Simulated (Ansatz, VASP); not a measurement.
## Two plane-wave programs on Ti3Al3Cu2

```xyz
8
Lattice="2.8615 0.0000 0.0000 0.0000 2.8615 0.0000 0.0000 0.0000 14.6958" Properties=species:S:1:pos:R:3 pbc="T T T"
Ti    0.0000    0.0000    7.3479
Ti    1.4307    1.4307   12.7080
Ti    1.4307    1.4307    1.9878
Al    0.0000    0.0000    3.9722
Al    0.0000    0.0000   10.7236
Al    0.0000    0.0000    0.0000
Cu    1.4307    1.4307    9.1504
Cu    1.4307    1.4307    5.5454
```

Alike in both runs: functional PBE; k mesh 12 × 12 × 2; occupations gaussian, width 0.1 eV; collinear spin.

Ansatz relaxed the structure, and its values are those at the end. VASP's run is a single point on that final structure, the one shown.

|  | VASP | Ansatz |
| --- | --- | --- |
| version | VASP 6.6.1 | Ansatz 0.2.0 |
| potentials or method | VASP PAW PBE potentials, release 64 (Ti_sv, Al, Cu), cutoff 520 eV | scalar-relativistic, plane waves, PAW |
| valence electrons in the cell | 67 | 83 |

```tsv
	VASP	Ansatz	Ansatz less VASP
gap on the k mesh at the Fermi level (eV)	none	none	-
pressure (GPa)	0.1	0.0	-0.12
rms of the force components (eV/Å)	0.005	0.001	-0.0037
net moment per atom (μB)	0.09	0.09	0.000
size of the moment on the site where the two differ most (μB)	0.58	0.56	-0.013
```

Site moments also hang on the region over which each program counts them. A gap of «none» marks a metal or a gap that the smearing closes. VASP's potentials hold 67 valence electrons a cell and Ansatz's 83, so a difference there can come from the potentials and not from the codes.
